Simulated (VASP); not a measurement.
# AlN (wurtzite to rock salt path) (P6_3mc) in VASP: a series of runs

The runs below take AlN (wurtzite to rock salt path) through single point, relaxation of volume and atoms at fixed shape, with PBE.

All numbers are computed with VASP 6.6.1; they aren't measurements. Logs are shortened: lines on timing, memory, paths and dates and some standing lists are left out, and cuts for length are marked.

## 1. The cell of the first run

Symmetry: P6_3mc, No. 186, hexagonal system. Conventional cell: a = 3.042 Å, b = 3.042 Å, c = 4.868 Å, α = 90.00°, β = 90.00°, γ = 120.00°. Al (site symmetry 3m) has 4 N at 1.85 to 1.86 Å within 2.5 Å. N (site symmetry 3m) has 4 Al at 1.85 to 1.86 Å within 2.5 Å.

## 2. Single point, PBE

File INCAR:

```
PREC = Accurate ; ENCUT = 520
EDIFF = 1E-6 ; ISMEAR = 0
SIGMA = 0.01 ; LREAL = False
LASPH = True ; NELM = 80
ALGO = Normal ; ISIF = 2
LWAVE = False ; LCHARG = True
GGA = PE ; LELF = True
LVHAR = True ; NBANDS = 16
```

File KPOINTS:

```
Automatic mesh
0
Gamma
  9 9 7
```

File POSCAR:

```
AlN
1.0
    1.5211878397     -2.6346973383      0.0000000000
    1.5211878397      2.6346973383      0.0000000000
    0.0000000000      0.0000000000      4.8678010869
Al N
2 2
Direct
    0.0000012462     -0.0000012462     -0.0002245462
    0.6666654205      0.3333345795      0.4997754538
    0.0000030588     -0.0000030588      0.3822245462
    0.6666636079      0.3333363921      0.8822245462
```

Potentials or basis: VASP PAW PBE potentials, release 64 (Al, N).

Run with:

```sh
$ cat potpaw_PBE.64/Al/POTCAR potpaw_PBE.64/N/POTCAR > POTCAR
$ mpirun -np 1 vasp_std > vasp.out
```

OUTCAR:

```text
PREC = Accurate
   ENCUT = 520
   EDIFF = 1E-6
   ISMEAR = 0
   LREAL = False
   LASPH = True
   NELM = 80
   ISIF = 2
   GGA = PE

 ion  position               nearest neighbor table
   1  0.000  1.000  1.000-   4 1.85   4 1.85   4 1.85   3 1.86   2 3.00   2 3.00   2 3.00   2 3.00
                             2 3.00   2 3.00
   2  0.667  0.333  0.500-   3 1.85   3 1.85   3 1.85   4 1.86   1 3.00   1 3.00   1 3.00   1 3.00
                             1 3.00   1 3.00
   3  0.000  1.000  0.382-   2 1.85   2 1.85   2 1.85   1 1.86
   4  0.667  0.333  0.882-   1 1.85   1 1.85   1 1.85   2 1.86

  LATTYP: Found a base centered orthorhombic cell.
 ALAT       =     3.0423756794
 B/A-ratio  =     1.7320000000
 C/A-ratio  =     1.6000000000

  Lattice vectors:

 A1 = (   1.5211878397,  -2.6346973383,   0.0000000000)
 A2 = (   1.5211878397,   2.6346973383,   0.0000000000)
 A3 = (   0.0000000000,   0.0000000000,   4.8678010869)

Analysis of symmetry for initial positions (statically):
=====================================================================
 Subroutine PRICEL returns:
 Original cell was already a primitive cell.

 Routine SETGRP: Setting up the symmetry group for a
 base centered orthorhombic supercell.

 Subroutine GETGRP returns: Found  4 space group operations
 (whereof  2 operations were pure point group operations)
 out of a pool of  8 trial point group operations.

The static configuration has the point symmetry C_1h.
 The point group associated with its full space group is C_2v.

Analysis of symmetry for dynamics (positions and initial velocities):
=====================================================================
 Subroutine PRICEL returns:
 Original cell was already a primitive cell.

 Routine SETGRP: Setting up the symmetry group for a
 base centered orthorhombic supercell.

 Subroutine GETGRP returns: Found  4 space group operations
 (whereof  2 operations were pure point group operations)
 out of a pool of  8 trial point group operations.

The dynamic configuration has the point symmetry C_1h.
 The point group associated with its full space group is C_2v.

 Subroutine INISYM returns: Found  4 space group operations
 (whereof  2 operations are pure point group operations),
 and found     1 'primitive' translations

----------------------------------------------------------------------------------------

                                     Primitive cell

  volume of cell :      39.0190

  direct lattice vectors                    reciprocal lattice vectors
     1.521187840 -2.634697338  0.000000000     0.328690506 -0.189775119  0.000000000
     1.521187840  2.634697338  0.000000000     0.328690506  0.189775119  0.000000000
     0.000000000  0.000000000  4.867801087     0.000000000  0.000000000  0.205431566

  length of vectors
     3.042308746  3.042308746  4.867801087     0.379541887  0.379541887  0.205431566

  position of ions in fractional coordinates (direct lattice)
     0.000001246  0.999998754  0.999775454
     0.666665421  0.333334579  0.499775454
     0.000003059  0.999996941  0.382224546
     0.666663608  0.333336392  0.882224546

  ion indices of the primitive-cell ions
   primitive index   ion index
                 1           1
                 2           2
                 3           3
                 4           4

----------------------------------------------------------------------------------------

 KPOINTS: Automatic mesh

Automatic generation of k-mesh.
 Grid dimensions read from file:
 generate k-points for:    9    9    7

 Generating k-lattice:

  Cartesian coordinates                     Fractional coordinates (reciprocal lattice)
     0.036521167 -0.021086124  0.000000000     0.111111111  0.000000000  0.000000000
     0.036521167  0.021086124  0.000000000     0.000000000  0.111111111  0.000000000
     0.000000000  0.000000000  0.029347367     0.000000000  0.000000000  0.142857143

  Length of vectors
     0.042171321  0.042171321  0.029347367

  Shift w.r.t. Gamma in fractional coordinates (k-lattice)
     0.000000000  0.000000000  0.000000000

 Subroutine IBZKPT returns following result:
 ===========================================

 Found    100 irreducible k-points:

 Following reciprocal coordinates:
            Coordinates               Weight
  0.000000  0.000000  0.000000      1.000000
  0.111111  0.000000  0.000000      4.000000
  0.222222  0.000000  0.000000      4.000000
  0.333333 -0.000000  0.000000      4.000000
  0.444444  0.000000  0.000000      4.000000
  0.111111  0.111111  0.000000      2.000000
[... 16 lines left out ...]
 -0.333333  0.333333  0.000000      2.000000
  0.444444  0.444444  0.000000      2.000000
 [... further k-points ...]
   k-points           NKPTS =    100   k-points in BZ     NKDIM =    100   number of bands    NBANDS=     16
   number of dos      NEDOS =    301   number of ions     NIONS =      4
   total plane-waves  NPLWV =  20736
   dimension x,y,z NGX =    24 NGY =   24 NGZ =   36
   dimension x,y,z NGXF=    48 NGYF=   48 NGZF=   72
   ions per type =               2   2
   NGX,Y,Z   is equivalent  to a cutoff of  13.11, 13.11, 12.29 a.u.
   NGXF,Y,Z  is equivalent  to a cutoff of  26.23, 26.23, 24.59 a.u.
 SYSTEM =  unknown system
   PREC   = accura    normal or accurate (medium, high low for compatibility)
   ISTART =      0    job   : 0-new  1-cont  2-samecut
   ICHARG =      2    charge: 1-file 2-atom 10-const
   ISPIN  =      1    spin polarized calculation?
   LNONCOLLINEAR =      F non collinear calculations
   LSORBIT =      F    spin-orbit coupling
   LASPH  =      T    aspherical Exc in radial PAW
   ENCUT  =  520.0 eV  38.22 Ry    6.18 a.u.   5.66  5.66  9.05*2*pi/ulx,y,z
   NELM   =     80;   NELMIN=  2; NELMDL= -5     # of ELM steps
   EDIFF  = 0.1E-05   stopping-criterion for ELM
   LREAL  =      F    real-space projection
   EDIFFG = 0.1E-04   stopping-criterion for IOM
   NSW    =      0    number of steps for IOM
   IBRION =     -1    ionic relax: 0-MD 1-quasi-New 2-CG
   NFREE  =      0    steps in history (QN), initial steepest desc. (CG)
   ISIF   =      2    stress and relaxation
   ISYM   =      2    0-nonsym 1-usesym 2-fastsym
   POTIM  = 0.5000    time-step for ionic-motion
   TEBEG  =    0.0;   TEEND  =   0.0 temperature during run
   PSTRESS=    0.0 pullay stress
   NELECT =      16.0000    total number of electrons
   NUPDOWN=      -1.0000    fix difference up-down
   EMIN   =  10.00;   EMAX   =-10.00  energy-range for DOS
   EFERMI =   0.00;   METHOD = LEGACY
   ISMEAR =     0;   SIGMA  =   0.01  broadening in eV -4-tet -1-fermi 0-gaus
   EFERMI_NEDOS =   21; number of points for ismear=-14 and -15
   IALGO  =     38    algorithm
   IMIX   =      4    mixing-type and parameters
     AMIX     =   0.40;   BMIX     =  1.00
     AMIX_MAG =   1.60;   BMIX_MAG =  1.00
  volume/ion in A,a.u.               =       9.75        65.83
  Fermi-wavevector in a.u.,A,eV,Ry     =   1.216250  2.298378 20.126595  1.479263
  Thomas-Fermi vector in A             =   2.351610
   LORBIT       =      0    0 simple, 1 ext, 2 COOP (PROOUT), +10 PAW based schemes
   GGA     = PE    functional components
   LHFCALC =     F    Hartree Fock is set to
   AEXX    =    0.0000 exact exchange contribution
   IVDW    =     0    specifies the selected vdW correction
   LEPSILON=     F    determine dielectric tensor
   LRPA    =     F    only Hartree local field effects (RPA)
 non-spin polarized calculation
 Gauss-broadening in eV      SIGMA  =   0.01
  energy-cutoff  :      520.00
  volume of cell :       39.02
 maximum number of plane-waves:      1087
   NGX = 11   NGY = 11   NGZ = 19

 number of electron      16.0000000 magnetization

 Free energy of the ion-electron system (eV)
  ---------------------------------------------------
  ext. energy  EPLUGINS =         0.00000000
  ---------------------------------------------------
  free energy    TOTEN  =       -29.57730590 eV

  energy without entropy =      -29.57730590  energy(sigma->0) =      -29.57730590

 E-fermi :   6.9046     XC(G=0): -11.2105

 val. band max:        6.8431399856   @ k =   0.0000   0.0000   0.0000
 cond. band min:      11.6500906910   @ k =   0.0000   0.0000   0.0000
 fundamental gap:      4.8069507054
 Fermi energy:         6.9045858495

 k-point     1 :       0.0000    0.0000    0.0000
  band No.  band energies     occupation
      1      -8.7815      2.00000
      2      -6.4140      2.00000
      3       0.5253      2.00000
      4       5.9230      2.00000
      5       5.9233      2.00000
      6       6.5902      2.00000
[... 8 lines left out ...]
     15      20.6249      0.00000
     16      20.6253      0.00000

 k-point     2 :       0.1111    0.0000    0.0000
  band No.  band energies     occupation
      1      -8.6120      2.00000
      2      -6.3176      2.00000
      3       0.7222      2.00000
      4       5.1955      2.00000
      5       5.7140      2.00000
      6       5.9207      2.00000
[... 8 lines left out ...]
     15      20.3947      0.00000
     16      20.5651      0.00000

 k-point     3 :       0.2222    0.0000    0.0000
  band No.  band energies     occupation
      1      -8.1294      2.00000
      2      -6.0755      2.00000
      3       1.2940      2.00000
      4       3.6317      2.00000
      5       4.6341      2.00000
      6       5.2882      2.00000
[... 8 lines left out ...]
     15      19.7159      0.00000
     16      20.2789      0.00000
[... 362 lines left out ...]
 k-point    23 :      -0.3333    0.3333    0.0000
  band No.  band energies     occupation
      1      -7.4284      2.00000
      2      -5.8412      2.00000
      3       2.1189      2.00000
      4       2.1806      2.00000
      5       3.3966      2.00000
      6       4.8937      2.00000
[... 8 lines left out ...]
     15      19.6681      0.00000
     16      21.9152      0.00000

 k-point    24 :       0.4444    0.4444    0.0000
  band No.  band energies     occupation
      1      -6.5392      2.00000
      2      -5.8498      2.00000
      3       1.2377      2.00000
      4       2.6062      2.00000
      5       3.4461      2.00000
      6       4.1542      2.00000
[... 8 lines left out ...]
     15      20.2514      0.00000
     16      22.7590      0.00000

 [... further k-points ...]

------------------------ aborting loop because EDIFF is reached ----------------------------------------

  FORCE on cell =-STRESS in cart. coord.  units (eV):
  Direction    XX          YY          ZZ          XY          YZ          ZX
  --------------------------------------------------------------------------------------
  -------------------------------------------------------------------------------------
  Total        4.9217103      4.9234382      4.6126660      0.0000000      0.0000000      0.0000000
  in kB      202.0925184    202.1634677    189.4027125      0.0000000      0.0000000      0.0000000
  external PRESSURE =     197.8862329 kB  Pullay stress =       0.0000000 kB

 VOLUME and BASIS-vectors are now :
 -----------------------------------------------------------------------------
  energy-cutoff  :      520.00
  volume of cell :       39.02
      direct lattice vectors                 reciprocal lattice vectors
     1.521187840 -2.634697338  0.000000000     0.328690506 -0.189775119  0.000000000
     1.521187840  2.634697338  0.000000000     0.328690506  0.189775119  0.000000000
     0.000000000  0.000000000  4.867801087     0.000000000  0.000000000  0.205431566

 POSITION                                       TOTAL-FORCE (eV/Angst)
 -----------------------------------------------------------------------------------
      1.52119      2.63469      4.86671         0.000000      0.000013      0.001685
      1.52119     -0.87823      2.43281         0.000000     -0.000013      0.001685
      1.52119      2.63468      1.86059         0.000000      0.000006     -0.001685
      1.52119     -0.87822      4.29449         0.000000     -0.000006     -0.001685
 -----------------------------------------------------------------------------------
    total drift:                                0.000000     -0.000000     -0.000004

  FREE ENERGIE OF THE ION-ELECTRON SYSTEM (eV)
  ---------------------------------------------------
  free  energy   TOTEN  =       -29.5773058985 eV

  energy  without entropy=      -29.5773058985  energy(sigma->0) =      -29.57730590
```

Run time: 56 s. Hardware: 1 thread of Intel Xeon 8259CL, shared host; peak memory 0.18 GiB.

Results:

- Free energy: -29.5773 eV
- Pressure: 19.8 GPa
- Band gap on the k mesh: 4.81 eV, direct

## 3. Relaxation of volume and atoms at fixed shape, PBE, target pressure 20 GPa, at which the enthalpy is minimised

This run uses another cell than the first one, of 10.00 Å³/atom, 1.025 times its volume.

File INCAR:

```
SYSTEM = AlN
  PREC = Accurate
  ENCUT = 600
  EDIFF = 1E-6
  ISMEAR = 0
  SIGMA = 0.01
  LREAL = .False.
  LASPH = .True.
  NELM = 100
  ALGO = Normal
  ISIF = 8
  LWAVE = .False.
  LCHARG = .False.
  GGA = PE
  IBRION = 2
  NSW = 70
  EDIFFG = -0.01
  PSTRESS = 200.0
```

File KPOINTS:

```
Automatic mesh
0
Gamma
  9 9 7
  0 0 0
```

File POSCAR:

```
AlN
1.0
    1.5338305253     -2.6565944697      0.0000000000
    1.5338305253      2.6565944697      0.0000000000
    0.0000000000      0.0000000000      4.9082576808
Al N
2 2
Direct
    0.0000000000      0.0000000000      0.0000000000
    0.6666666667      0.3333333333      0.5000000000
    0.0000000000      0.0000000000      0.3820000000
    0.6666666667      0.3333333333      0.8820000000
```

Potentials or basis: VASP PAW PBE potentials, release 64 (Al, N).

Run with:

```sh
$ cat potpaw_PBE.64/Al/POTCAR potpaw_PBE.64/N/POTCAR > POTCAR
$ mpirun -np 1 vasp_std > vasp.out
```

Wall time 4.3 min (1 thread of Intel Xeon 8259CL, shared host); peak memory 0.21 GiB.

The run converged. Its results:

| Property | Result |
| --- | --- |
| Free energy | -29.5736 eV |
| Relaxed volume | 9.74 Å³/atom |
| Relaxed cell | a = 3.041 Å, b = 3.041 Å, c = 4.865 Å, α = 90.00°, β = 90.00°, γ = 120.00° |
| Space group after relaxing (to 0.05 Å) | P6_3mc (No. 186) |
| Energy change on relaxing (the enthalpy is what falls) | +27.1 meV/atom |
| Ionic steps | 5 |
| Pressure after relaxing | 20.1 GPa |
| Largest force after relaxing | 0.008 eV/Å |
| Band gap on the k mesh | 4.82 eV, direct |

Forces in eV/Å, atoms in the order of the input:
```
Al   0.000  0.000  0.008
Al   0.000  0.000  0.008
N    0.000  0.000 -0.008
N    0.000  0.000 -0.008
```

Stress tensor (GPa, compression positive):
```
20.55  0.00  0.00
 0.00 20.56  0.00
 0.00  0.00 19.16
```

Step by step:
```csv
step,energy change (eV),largest force (eV/Å),pressure (GPa),volume (Å³)
1,0.0000,0.0197,13.29,40.00
2,0.3153,0.0190,30.07,37.63
3,0.1059,0.0203,19.96,38.97
4,0.1084,0.0203,20.10,38.95
5,0.1084,0.0075,20.09,38.95
```

Final structure:
```xyz
4
Lattice="1.5203 -2.6332 0.0000 1.5203 2.6332 0.0000 0.0000 0.0000 4.8651" Properties=species:S:1:pos:R:3 pbc="T T T"
Al    1.5203    2.6332    4.8638
Al    1.5203   -0.8777    2.4313
N     1.5203    2.6332    1.8597
N     1.5203   -0.8777    4.2923
```

Levels at points of the mesh, in eV from the valence-band top:
| k point | band 5 | band 6 | band 7 | band 8 | band 9 | band 10 | band 11 | band 12 |
| --- | --- | --- | --- | --- | --- | --- | --- | --- |
| (0.00, 0.00, 0.00) | -0.92 | -0.26 | -0.25 | 0.00 | 4.82 | 7.26 | 11.19 | 11.64 |

Caveat: the cell is relaxed towards a set pressure, so the enthalpy falls and the energy may rise.
